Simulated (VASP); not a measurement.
# Au (I4/mmm) in VASP: notebook

Au is run at these levels: PBE; tasks: single point.

All numbers are computed with VASP 6.6.1; they aren't measurements. Logs are shortened: lines on timing, memory, paths and dates and some standing lists are left out, and cuts for length are marked.

### 1 The cell of the first run

Symmetry: I4/mmm, No. 139, tetragonal system. The conventional cell has a = 2.936 Å, b = 2.936 Å, c = 3.968 Å, α = 90.00°, β = 90.00°, γ = 90.00°. Au (site symmetry 4/mmm) has 12 Au at 2.87 to 2.94 Å within 3.8 Å.

### 2 Single point, PBE (strain +0.015 along x and y, -0.030 along z)

Contents of INCAR:

```
SYSTEM = Au
ALGO = Normal ; EDIFF = 1E-6
ENCUT = 520 ; GGA = PE
ISIF = 2 ; ISMEAR = 0
LASPH = .True. ; LCHARG = .False.
LREAL = .False. ; LWAVE = .False.
NBANDS = 12 ; NELM = 100
PREC = Accurate ; SIGMA = 0.15
```

Contents of KPOINTS:

```
k-points
0
Gamma
  20 20 20
  0 0 0
```

Contents of POSCAR:

```
Au
1.0
    0.0000000000      2.0761825000      1.9841350000
    2.0761825000      0.0000000000      1.9841350000
    2.0761825000      2.0761825000      0.0000000000
Au
1
Direct
    0.0000000000      0.0000000000      0.0000000000
```

Potentials or basis: VASP PAW PBE potentials, release 64 (Au).

The run is started by

```console
$ cat potpaw_PBE.64/Au/POTCAR > POTCAR
$ mpirun -np 1 vasp_std > vasp.out
```

OUTCAR:

```text
SYSTEM = Au
   EDIFF = 1E-6
   ENCUT = 520
   GGA = PE
   ISIF = 2
   ISMEAR = 0
   LASPH = .True.
   LREAL = .False.
   NELM = 100
   PREC = Accurate

 ion  position               nearest neighbor table
   1  0.000  0.000  0.000-

  LATTYP: Found a body centered tetragonal cell.
 ALAT       =     2.9361654495
 C/A-ratio  =     1.3515144389

  Lattice vectors:

 A1 = (   0.0000000000,  -2.0761825000,  -1.9841350000)
 A2 = (   0.0000000000,   2.0761825000,  -1.9841350000)
 A3 = (   2.0761825000,   0.0000000000,   1.9841350000)

Analysis of symmetry for initial positions (statically):
=====================================================================
 Subroutine PRICEL returns:
 Original cell was already a primitive cell.

 Routine SETGRP: Setting up the symmetry group for a
 body centered tetragonal supercell.

 Subroutine GETGRP returns: Found 16 space group operations
 (whereof 16 operations were pure point group operations)
 out of a pool of 16 trial point group operations.

The static configuration has the point symmetry D_4h.

Analysis of symmetry for dynamics (positions and initial velocities):
=====================================================================
 Subroutine PRICEL returns:
 Original cell was already a primitive cell.

 Routine SETGRP: Setting up the symmetry group for a
 body centered tetragonal supercell.

 Subroutine GETGRP returns: Found 16 space group operations
 (whereof 16 operations were pure point group operations)
 out of a pool of 16 trial point group operations.

The dynamic configuration has the point symmetry D_4h.

 Subroutine INISYM returns: Found 16 space group operations
 (whereof 16 operations are pure point group operations),
 and found     1 'primitive' translations

----------------------------------------------------------------------------------------

                                     Primitive cell

  volume of cell :      17.1054

  direct lattice vectors                    reciprocal lattice vectors
     0.000000000  2.076182500  1.984135000    -0.240826613  0.240826613  0.251998982
     2.076182500  0.000000000  1.984135000     0.240826613 -0.240826613  0.251998982
     2.076182500  2.076182500  0.000000000     0.240826613  0.240826613 -0.251998982

  length of vectors
     2.871815710  2.871815710  2.936165449     0.423672518  0.423672518  0.423672518

  position of ions in fractional coordinates (direct lattice)
     0.000000000  0.000000000  0.000000000

  ion indices of the primitive-cell ions
   primitive index   ion index
                 1           1

----------------------------------------------------------------------------------------

 KPOINTS: k-points

Automatic generation of k-mesh.
 Grid dimensions read from file:
 generate k-points for:   20   20   20

 Generating k-lattice:

  Cartesian coordinates                     Fractional coordinates (reciprocal lattice)
    -0.012041331  0.012041331  0.012599949     0.050000000  0.000000000  0.000000000
     0.012041331 -0.012041331  0.012599949     0.000000000  0.050000000  0.000000000
     0.012041331  0.012041331 -0.012599949    -0.000000000 -0.000000000  0.050000000

  Length of vectors
     0.021183626  0.021183626  0.021183626

  Shift w.r.t. Gamma in fractional coordinates (k-lattice)
     0.000000000  0.000000000  0.000000000

 Subroutine IBZKPT returns following result:
 ===========================================

 Found    641 irreducible k-points:

 Following reciprocal coordinates:
            Coordinates               Weight
  0.000000  0.000000  0.000000      1.000000
  0.050000  0.000000  0.000000      8.000000
  0.100000  0.000000  0.000000      8.000000
  0.150000  0.000000  0.000000      8.000000
  0.200000  0.000000  0.000000      8.000000
  0.250000 -0.000000  0.000000      8.000000
[... 16 lines left out ...]
 -0.400000  0.050000  0.000000      8.000000
 -0.350000  0.050000  0.000000      8.000000
 [... further k-points ...]
   k-points           NKPTS =    641   k-points in BZ     NKDIM =    641   number of bands    NBANDS=     12
   number of dos      NEDOS =    301   number of ions     NIONS =      1
   total plane-waves  NPLWV =  13824
   dimension x,y,z NGX =    24 NGY =   24 NGZ =   24
   dimension x,y,z NGXF=    48 NGYF=   48 NGZF=   48
   ions per type =               1
   NGX,Y,Z   is equivalent  to a cutoff of  13.89, 13.89, 13.59 a.u.
   NGXF,Y,Z  is equivalent  to a cutoff of  27.79, 27.79, 27.18 a.u.
 SYSTEM =  Au
   PREC   = accura    normal or accurate (medium, high low for compatibility)
   ISTART =      0    job   : 0-new  1-cont  2-samecut
   ICHARG =      2    charge: 1-file 2-atom 10-const
   ISPIN  =      1    spin polarized calculation?
   LNONCOLLINEAR =      F non collinear calculations
   LSORBIT =      F    spin-orbit coupling
   LASPH  =      T    aspherical Exc in radial PAW
   ENCUT  =  520.0 eV  38.22 Ry    6.18 a.u.   5.34  5.34  5.46*2*pi/ulx,y,z
   NELM   =    100;   NELMIN=  2; NELMDL= -5     # of ELM steps
   EDIFF  = 0.1E-05   stopping-criterion for ELM
   LREAL  =      F    real-space projection
   EDIFFG = 0.1E-04   stopping-criterion for IOM
   NSW    =      0    number of steps for IOM
   IBRION =     -1    ionic relax: 0-MD 1-quasi-New 2-CG
   NFREE  =      0    steps in history (QN), initial steepest desc. (CG)
   ISIF   =      2    stress and relaxation
   ISYM   =      2    0-nonsym 1-usesym 2-fastsym
   POTIM  = 0.5000    time-step for ionic-motion
   TEBEG  =    0.0;   TEEND  =   0.0 temperature during run
   PSTRESS=    0.0 pullay stress
   NELECT =      11.0000    total number of electrons
   NUPDOWN=      -1.0000    fix difference up-down
   EMIN   =  10.00;   EMAX   =-10.00  energy-range for DOS
   EFERMI =   0.00;   METHOD = LEGACY
   ISMEAR =     0;   SIGMA  =   0.15  broadening in eV -4-tet -1-fermi 0-gaus
   EFERMI_NEDOS =   21; number of points for ismear=-14 and -15
   IALGO  =     38    algorithm
   IMIX   =      4    mixing-type and parameters
     AMIX     =   0.40;   BMIX     =  1.00
     AMIX_MAG =   1.60;   BMIX_MAG =  1.00
  volume/ion in A,a.u.               =      17.11       115.43
  Fermi-wavevector in a.u.,A,eV,Ry     =   1.413063  2.670303 27.167407  1.996748
  Thomas-Fermi vector in A             =   2.534748
   LORBIT       =      0    0 simple, 1 ext, 2 COOP (PROOUT), +10 PAW based schemes
   GGA     = PE    functional components
   LHFCALC =     F    Hartree Fock is set to
   AEXX    =    0.0000 exact exchange contribution
   IVDW    =     0    specifies the selected vdW correction
   LEPSILON=     F    determine dielectric tensor
   LRPA    =     F    only Hartree local field effects (RPA)
 non-spin polarized calculation
 Gauss-broadening in eV      SIGMA  =   0.15
  energy-cutoff  :      520.00
  volume of cell :       17.11
 maximum number of plane-waves:       487
 NGX is ok and might be reduce to    24
   NGX = 11   NGY = 11   NGZ = 11

 number of electron      10.9999999 magnetization

 Free energy of the ion-electron system (eV)
  ---------------------------------------------------
  ext. energy  EPLUGINS =         0.00000000
  ---------------------------------------------------
  free energy    TOTEN  =        -3.20108402 eV

  energy without entropy =       -3.19794333  energy(sigma->0) =       -3.19951367

 E-fermi :   9.4271     XC(G=0): -12.6944

 val. band max:        9.4033403229   @ k =   0.4500   0.3000   0.0000
 cond. band min:       9.4312529211   @ k =   0.4500   0.0000   0.4500
 fundamental gap:      0.0279125982
 Fermi energy:         9.4270626156

 k-point     1 :       0.0000    0.0000    0.0000
  band No.  band energies     occupation
      1      -0.4034      2.00000
      2       4.6199      2.00000
      3       4.6199      2.00000
      4       5.0028      2.00000
      5       6.0240      2.00000
      6       6.4448      2.00000
      7      23.9718      0.00000
      8      27.6599      0.00000
      9      27.6599      0.00000
     10      28.4543      0.00000
     11      32.8486      0.00000
     12      36.8188      0.00000

 k-point     2 :       0.0500    0.0000    0.0000
  band No.  band energies     occupation
      1      -0.3161      2.00000
      2       4.6132      2.00000
      3       4.6502      2.00000
      4       5.0102      2.00000
      5       6.0148      2.00000
      6       6.4266      2.00000
      7      24.0752      0.00000
      8      27.2462      0.00000
      9      27.7645      0.00000
     10      28.3738      0.00000
     11      33.3714      0.00000
     12      35.8489      0.00000

 k-point     3 :       0.1000    0.0000    0.0000
  band No.  band energies     occupation
      1      -0.0596      2.00000
      2       4.5799      2.00000
      3       4.7298      2.00000
      4       5.0486      2.00000
      5       5.9995      2.00000
      6       6.3814      2.00000
      7      24.3290      0.00000
      8      26.0455      0.00000
      9      28.0650      0.00000
     10      28.5782      0.00000
     11      33.3375      0.00000
     12      35.3739      0.00000
[... 286 lines left out ...]
 k-point    23 :      -0.4000    0.0500    0.0000
  band No.  band energies     occupation
      1       2.1958      2.00000
      2       4.6125      2.00000
      3       4.9053      2.00000
      4       6.6015      2.00000
      5       7.2286      2.00000
      6       7.8524      2.00000
      7      14.3047      0.00000
      8      23.6775      0.00000
      9      26.6870      0.00000
     10      26.7813      0.00000
     11      33.5520      0.00000
     12      33.6017      0.00000

 k-point    24 :      -0.3500    0.0500    0.0000
  band No.  band energies     occupation
      1       2.1452      2.00000
      2       4.6866      2.00000
      3       4.9851      2.00000
      4       5.8488      2.00000
      5       6.9202      2.00000
      6       7.3487      2.00000
      7      16.1114      0.00000
      8      24.0415      0.00000
      9      26.9995      0.00000
     10      27.7487      0.00000
     11      32.5981      0.00000
     12      33.0131      0.00000

 [... further k-points ...]

------------------------ aborting loop because EDIFF is reached ----------------------------------------

  FORCE on cell =-STRESS in cart. coord.  units (eV):
  Direction    XX          YY          ZZ          XY          YZ          ZX
  --------------------------------------------------------------------------------------
  -------------------------------------------------------------------------------------
  Total        0.7855404      0.7855404      0.9258150      0.0000000     -0.0000000      0.0000000
  in kB       73.5778065     73.5778065     86.7166554      0.0000000     -0.0000000      0.0000000
  external PRESSURE =      77.9574228 kB  Pullay stress =       0.0000000 kB

 VOLUME and BASIS-vectors are now :
 -----------------------------------------------------------------------------
  energy-cutoff  :      520.00
  volume of cell :       17.11
      direct lattice vectors                 reciprocal lattice vectors
     0.000000000  2.076182500  1.984135000    -0.240826613  0.240826613  0.251998982
     2.076182500  0.000000000  1.984135000     0.240826613 -0.240826613  0.251998982
     2.076182500  2.076182500  0.000000000     0.240826613  0.240826613 -0.251998982

 POSITION                                       TOTAL-FORCE (eV/Angst)
 -----------------------------------------------------------------------------------
      0.00000      0.00000      0.00000         0.000000      0.000000      0.000000
 -----------------------------------------------------------------------------------
    total drift:                                0.000000      0.000000      0.000000

  FREE ENERGIE OF THE ION-ELECTRON SYSTEM (eV)
  ---------------------------------------------------
  free  energy   TOTEN  =        -3.2010840157 eV

  energy  without entropy=       -3.1979433337  energy(sigma->0) =       -3.19951367
```

Run time: 2.1 min. Hardware: 1 thread of Intel Xeon 8259CL, shared host; peak memory 0.26 GiB.

Results:

- Free energy: -3.2011 eV
- Pressure: 7.8 GPa
- Band gap on the k mesh: zero (an odd number of electrons rules out a gap without spin polarisation)

Stress tensor (GPa, compression positive):
```
7.36 0.00 0.00
0.00 7.36 0.00
0.00 0.00 8.67
```

Caveat: the cell differs from its parent crystal (strain +0.015 along x and y, -0.030 along z); the cell stands under pressure; spin-orbit coupling is left out, which moves the levels of the heavy elements.

(Continued in part 2 of 2.)

The gap in the log of VASP goes by the Fermi energy; the results here count the filled bands.